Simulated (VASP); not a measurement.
# Ti2O (P-3m1) in VASP: further runs

Runs on Ti2O. Level: LDA. Tasks: single point.

All numbers are computed with VASP 6.6.1; they aren't measurements. Logs are shortened: lines on timing, memory, paths and dates and some standing lists are left out, and cuts for length are marked.

## 1. The cell of the first run

Symmetry: P-3m1, No. 164, trigonal system. The conventional cell has a = 2.995 Å, b = 2.995 Å, c = 4.835 Å, α = 90.00°, β = 90.00°, γ = 120.00°. Ti (site symmetry 3m) has 3 O at 2.19 Å and 3 Ti at 2.75 Å within 2.9 Å. Within 2.9 Å of O (site symmetry -3m) lie 6 Ti at 2.19 Å.

## 2. Single point, LDA

Input file INCAR:

```
SYSTEM = Ti2O
PREC = Accurate ; ENCUT = 520
EDIFF = 1E-7 ; ISMEAR = -1
SIGMA = 0.1 ; LREAL = .False.
LASPH = .True. ; NELM = 80
ALGO = Normal ; ISIF = 2
LWAVE = .False. ; LCHARG = .False.
NBANDS = 22
```

Input file KPOINTS:

```
Automatic mesh
0
Gamma
  11 11 6
  0 0 0
```

Input file POSCAR:

```
Ti2O
1.0
    2.9952622672      0.0000000000      0.0000000000
   -1.4976311336      2.5939732105      0.0000000000
    0.0000000000      0.0000000000      4.8354699820
Ti O
2 1
Direct
    0.6666666667      0.3333333333      0.2787400000
    0.3333333333      0.6666666667      0.7212600000
    0.0000000000      0.0000000000      0.0000000000
```

Potentials or basis: VASP PAW LDA potentials, release 64 (Ti_sv, O).

The run is started by

```sh
$ cat potpaw_LDA.64/Ti_sv/POTCAR potpaw_LDA.64/O/POTCAR > POTCAR
$ mpirun -np 1 vasp_std > vasp.out
```

OUTCAR:

```text
SYSTEM = Ti2O
   PREC = Accurate
   ENCUT = 520
   EDIFF = 1E-7
   ISMEAR = -1
   LREAL = .False.
   LASPH = .True.
   NELM = 80
   ISIF = 2

 ion  position               nearest neighbor table
   1  0.667  0.333  0.279-   3 2.19   3 2.19   3 2.19   2 2.75   2 2.75   2 2.75
   2  0.333  0.667  0.721-   3 2.19   3 2.19   3 2.19   1 2.75   1 2.75   1 2.75
   3  0.000  0.000  0.000-   2 2.19   1 2.19   2 2.19   1 2.19   1 2.19   2 2.19

  LATTYP: Found a hexagonal cell.
 ALAT       =     2.9952622672
 C/A-ratio  =     1.6143728163

  Lattice vectors:

 A1 = (   2.9952622672,   0.0000000000,   0.0000000000)
 A2 = (  -1.4976311336,   2.5939732105,   0.0000000000)
 A3 = (   0.0000000000,   0.0000000000,   4.8354699820)

Analysis of symmetry for initial positions (statically):
=====================================================================
 Subroutine PRICEL returns:
 Original cell was already a primitive cell.

 Routine SETGRP: Setting up the symmetry group for a
 hexagonal supercell.

 Subroutine GETGRP returns: Found 12 space group operations
 (whereof 12 operations were pure point group operations)
 out of a pool of 24 trial point group operations.

The static configuration has the point symmetry D_3d.

Analysis of symmetry for dynamics (positions and initial velocities):
=====================================================================
 Subroutine PRICEL returns:
 Original cell was already a primitive cell.

 Routine SETGRP: Setting up the symmetry group for a
 hexagonal supercell.

 Subroutine GETGRP returns: Found 12 space group operations
 (whereof 12 operations were pure point group operations)
 out of a pool of 24 trial point group operations.

The dynamic configuration has the point symmetry D_3d.

 Subroutine INISYM returns: Found 12 space group operations
 (whereof 12 operations are pure point group operations),
 and found     1 'primitive' translations

----------------------------------------------------------------------------------------

                                     Primitive cell

  volume of cell :      37.5698

  direct lattice vectors                    reciprocal lattice vectors
     2.995262267  0.000000000  0.000000000     0.333860581  0.192754496  0.000000000
    -1.497631134  2.593973211  0.000000000     0.000000000  0.385508993  0.000000000
     0.000000000  0.000000000  4.835469982     0.000000000  0.000000000  0.206805130

  length of vectors
     2.995262267  2.995262264  4.835469982     0.385508992  0.385508993  0.206805130

  position of ions in fractional coordinates (direct lattice)
     0.666666667  0.333333333  0.278740000
     0.333333333  0.666666667  0.721260000
     0.000000000  0.000000000  0.000000000

  ion indices of the primitive-cell ions
   primitive index   ion index
                 1           1
                 2           2
                 3           3

----------------------------------------------------------------------------------------

 KPOINTS: Automatic mesh

Automatic generation of k-mesh.
 Grid dimensions read from file:
 generate k-points for:   11   11    6

 Generating k-lattice:

  Cartesian coordinates                     Fractional coordinates (reciprocal lattice)
     0.030350962  0.017523136  0.000000000     0.090909091  0.000000000  0.000000000
     0.000000000  0.035046272  0.000000000     0.000000000  0.090909091  0.000000000
     0.000000000  0.000000000  0.034467522     0.000000000  0.000000000  0.166666667

  Length of vectors
     0.035046272  0.035046272  0.034467522

  Shift w.r.t. Gamma in fractional coordinates (k-lattice)
     0.000000000  0.000000000  0.000000000

 Subroutine IBZKPT returns following result:
 ===========================================

 Found     84 irreducible k-points:

 Following reciprocal coordinates:
            Coordinates               Weight
  0.000000  0.000000  0.000000      1.000000
  0.090909  0.000000  0.000000      6.000000
  0.181818  0.000000  0.000000      6.000000
  0.272727  0.000000  0.000000      6.000000
  0.363636  0.000000  0.000000      6.000000
  0.454545  0.000000  0.000000      6.000000
[... 16 lines left out ...]
  0.000000  0.272727  0.166667      6.000000
  0.363636  0.000000  0.166667      6.000000
 [... further k-points ...]
   k-points           NKPTS =     84   k-points in BZ     NKDIM =     84   number of bands    NBANDS=     22
   number of dos      NEDOS =    301   number of ions     NIONS =      3
   total plane-waves  NPLWV =  20736
   dimension x,y,z NGX =    24 NGY =   24 NGZ =   36
   dimension x,y,z NGXF=    48 NGYF=   48 NGZF=   72
   ions per type =               2   1
   NGX,Y,Z   is equivalent  to a cutoff of  13.32, 13.32, 12.38 a.u.
   NGXF,Y,Z  is equivalent  to a cutoff of  26.64, 26.64, 24.75 a.u.
 SYSTEM =  Ti2O
   PREC   = accura    normal or accurate (medium, high low for compatibility)
   ISTART =      0    job   : 0-new  1-cont  2-samecut
   ICHARG =      2    charge: 1-file 2-atom 10-const
   ISPIN  =      1    spin polarized calculation?
   LNONCOLLINEAR =      F non collinear calculations
   LSORBIT =      F    spin-orbit coupling
   LASPH  =      T    aspherical Exc in radial PAW
   ENCUT  =  520.0 eV  38.22 Ry    6.18 a.u.   5.57  5.57  8.99*2*pi/ulx,y,z
   NELM   =     80;   NELMIN=  2; NELMDL= -5     # of ELM steps
   EDIFF  = 0.1E-06   stopping-criterion for ELM
   LREAL  =      F    real-space projection
   EDIFFG = 0.1E-05   stopping-criterion for IOM
   NSW    =      0    number of steps for IOM
   IBRION =     -1    ionic relax: 0-MD 1-quasi-New 2-CG
   NFREE  =      0    steps in history (QN), initial steepest desc. (CG)
   ISIF   =      2    stress and relaxation
   ISYM   =      2    0-nonsym 1-usesym 2-fastsym
   POTIM  = 0.5000    time-step for ionic-motion
   TEBEG  =    0.0;   TEEND  =   0.0 temperature during run
   PSTRESS=    0.0 pullay stress
   NELECT =      30.0000    total number of electrons
   NUPDOWN=      -1.0000    fix difference up-down
   EMIN   =  10.00;   EMAX   =-10.00  energy-range for DOS
   EFERMI =   0.00;   METHOD = LEGACY
   ISMEAR =    -1;   SIGMA  =   0.10  broadening in eV -4-tet -1-fermi 0-gaus
   EFERMI_NEDOS =   21; number of points for ismear=-14 and -15
   IALGO  =     38    algorithm
   IMIX   =      4    mixing-type and parameters
     AMIX     =   0.40;   BMIX     =  1.00
     AMIX_MAG =   1.60;   BMIX_MAG =  1.00
  volume/ion in A,a.u.               =      12.52        84.51
  Fermi-wavevector in a.u.,A,eV,Ry     =   1.518806  2.870127 31.385524  2.306771
  Thomas-Fermi vector in A             =   2.627877
   LORBIT       =      0    0 simple, 1 ext, 2 COOP (PROOUT), +10 PAW based schemes
   GGA     = CA    functional components
   LHFCALC =     F    Hartree Fock is set to
   AEXX    =    0.0000 exact exchange contribution
   IVDW    =     0    specifies the selected vdW correction
   LEPSILON=     F    determine dielectric tensor
   LRPA    =     F    only Hartree local field effects (RPA)
 non-spin polarized calculation
  energy-cutoff  :      520.00
  volume of cell :       37.57
 maximum number of plane-waves:      1038
 NGX is ok and might be reduce to    24
   NGX = 11   NGY = 11   NGZ = 17

 number of electron      30.0000006 magnetization

 Free energy of the ion-electron system (eV)
  ---------------------------------------------------
  ext. energy  EPLUGINS =         0.00000000
  ---------------------------------------------------
  free energy    TOTEN  =       -28.51244267 eV

  energy without entropy =      -28.47818246  energy(sigma->0) =      -28.49531256

 E-fermi :   9.2215     XC(G=0): -12.4831

 val. band max:        9.2194625862   @ k =   0.0909   0.0909   0.1667
 cond. band min:       9.2331852632   @ k =   0.4545   0.0000   0.3333
 fundamental gap:      0.0137226771
 Fermi energy:         9.2214734141

 k-point     1 :       0.0000    0.0000    0.0000
  band No.  band energies     occupation
      1     -47.3457      2.00000
      2     -47.2049      2.00000
      3     -24.3461      2.00000
      4     -23.7351      2.00000
      5     -23.7351      2.00000
      6     -23.6396      2.00000
[... 14 lines left out ...]
     21      10.4337      0.00001
     22      12.9542      0.00000

 k-point     2 :       0.0909    0.0000    0.0000
  band No.  band energies     occupation
      1     -47.3382      2.00000
      2     -47.2024      2.00000
      3     -24.3262      2.00000
      4     -23.7804      2.00000
      5     -23.7474      2.00000
      6     -23.6691      2.00000
[... 14 lines left out ...]
     21      10.6889      0.00000
     22      12.5333      0.00000

 k-point     3 :       0.1818    0.0000    0.0000
  band No.  band energies     occupation
      1     -47.3175      2.00000
      2     -47.1964      2.00000
      3     -24.2713      2.00000
      4     -23.8863      2.00000
      5     -23.7788      2.00000
      6     -23.7656      2.00000
[... 14 lines left out ...]
     21      11.1320      0.00000
     22      12.0481      0.00000

 k-point     4 :       0.2727    0.0000    0.0000
  band No.  band energies     occupation
      1     -47.2887      2.00000
      2     -47.1901      2.00000
      3     -24.1966      2.00000
      4     -24.0185      2.00000
      5     -23.8770      2.00000
      6     -23.8177      2.00000
[... 14 lines left out ...]
     21      11.5570      0.00000
     22      12.1937      0.00000

 k-point     5 :       0.3636    0.0000    0.0000
  band No.  band energies     occupation
      1     -47.2591      2.00000
      2     -47.1873      2.00000
      3     -24.1459      2.00000
      4     -24.1326      2.00000
      5     -23.9432      2.00000
      6     -23.8518      2.00000
[... 417 lines left out ...]
 k-point    22 :       0.2727    0.0000    0.1667
  band No.  band energies     occupation
      1     -47.2850      2.00000
      2     -47.1938      2.00000
      3     -24.1989      2.00000
      4     -24.0324      2.00000
      5     -23.8466      2.00000
      6     -23.8090      2.00000
[... 14 lines left out ...]
     21      11.6557      0.00000
     22      12.7345      0.00000

 k-point    23 :       0.0000    0.2727    0.1667
  band No.  band energies     occupation
      1     -47.2849      2.00000
      2     -47.1939      2.00000
      3     -24.1836      2.00000
      4     -23.9923      2.00000
      5     -23.9186      2.00000
      6     -23.8139      2.00000
[... 14 lines left out ...]
     21      11.6107      0.00000
     22      11.9697      0.00000

 k-point    24 :       0.3636    0.0000    0.1667
  band No.  band energies     occupation
      1     -47.2565      2.00000
      2     -47.1898      2.00000
      3     -24.1994      2.00000
      4     -24.1203      2.00000
      5     -23.8949      2.00000
      6     -23.8429      2.00000
[... 14 lines left out ...]
     21      11.9273      0.00000
     22      12.9123      0.00000

 [... further k-points ...]
[... 5 lines left out ...]
  --------------------------------------------------------------------------------------
  -------------------------------------------------------------------------------------
  Total       -3.6878407     -3.6878407     -2.9969223      0.0000000      0.0000000      0.0000000
  in kB     -157.2692097   -157.2692092   -127.8047622      0.0000000      0.0000000      0.0000000
  external PRESSURE =    -147.4477271 kB  Pullay stress =       0.0000000 kB

 VOLUME and BASIS-vectors are now :
 -----------------------------------------------------------------------------
  energy-cutoff  :      520.00
  volume of cell :       37.57
      direct lattice vectors                 reciprocal lattice vectors
     2.995262267  0.000000000  0.000000000     0.333860581  0.192754496  0.000000000
    -1.497631134  2.593973211  0.000000000     0.000000000  0.385508993  0.000000000
     0.000000000  0.000000000  4.835469982     0.000000000  0.000000000  0.206805130

 POSITION                                       TOTAL-FORCE (eV/Angst)
 -----------------------------------------------------------------------------------
      1.49763      0.86466      1.34784        -0.000000      0.000000     -1.349044
     -0.00000      1.72932      3.48763         0.000000      0.000000      1.349044
      0.00000      0.00000      0.00000         0.000000      0.000000      0.000000
 -----------------------------------------------------------------------------------
    total drift:                               -0.000000      0.000000      0.000000

  FREE ENERGIE OF THE ION-ELECTRON SYSTEM (eV)
  ---------------------------------------------------
  free  energy   TOTEN  =       -28.5124426684 eV

  energy  without entropy=      -28.4781824569  energy(sigma->0) =      -28.49531256
```

It took 48 s on 1 thread of Intel Xeon Platinum 8375C at 2.90GHz (Ice Lake), shared host; peak memory 0.18 GiB.

What came out:

```yaml
Free_energy: -28.5124 eV
Pressure: -14.7 GPa
Largest_force: 1.349 eV/Å
Band_gap_on_the_k_mesh: zero (band 15 reaches 9.63 eV, above the bottom of band 16 at 8.89 eV)
```

Forces on the atoms (eV/Å):
```
Ti   0.000  0.000 -1.349
Ti   0.000  0.000  1.349
O    0.000  0.000  0.000
```

Caveat: forces of over 1 eV/Å act on the atoms, so gaps and moduli don't describe the material at rest.

[end of part 1 of 2]
